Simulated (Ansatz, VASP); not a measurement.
**One calculation of AlSiN, two programs**

```
Al Si N
1.0
     2.63691    0.00000    0.00000
     0.00000    2.63691    0.00000
     0.00000    0.00000    7.64085
Al Si N
1 1 1
Direct
  0.50000 0.50000 0.00000
  0.50000 0.50000 0.50000
  0.00000 0.00000 0.00000
```

Change from the starting cell: species swapped into the PrIO type (P4/nmm, No. 129).

Alike in both runs: functional PBE; k mesh 18 × 18 × 6; occupations gaussian, width 0.1 eV; no spin polarisation.

Ansatz relaxed the structure, and its values are those at the end. VASP's run is a single point on that final structure, the one shown.

|  | VASP | Ansatz |
| --- | --- | --- |
| version | VASP 6.6.1 | Ansatz 0.2.0 |
| potentials or method | VASP PAW PBE potentials, release 64 (Al, Si, N), cutoff 600 eV | scalar-relativistic, plane waves, PAW |
| valence electrons in the cell | 12 | 12 |

|  | VASP | Ansatz | Ansatz less VASP |
| --- | --- | --- | --- |
| gap on the k mesh at the Fermi level (eV) | none | none | - |
| pressure (GPa) | -0.1 | 0.0 | +0.08 |

A gap of «none» marks a metal or a gap that the smearing closes.
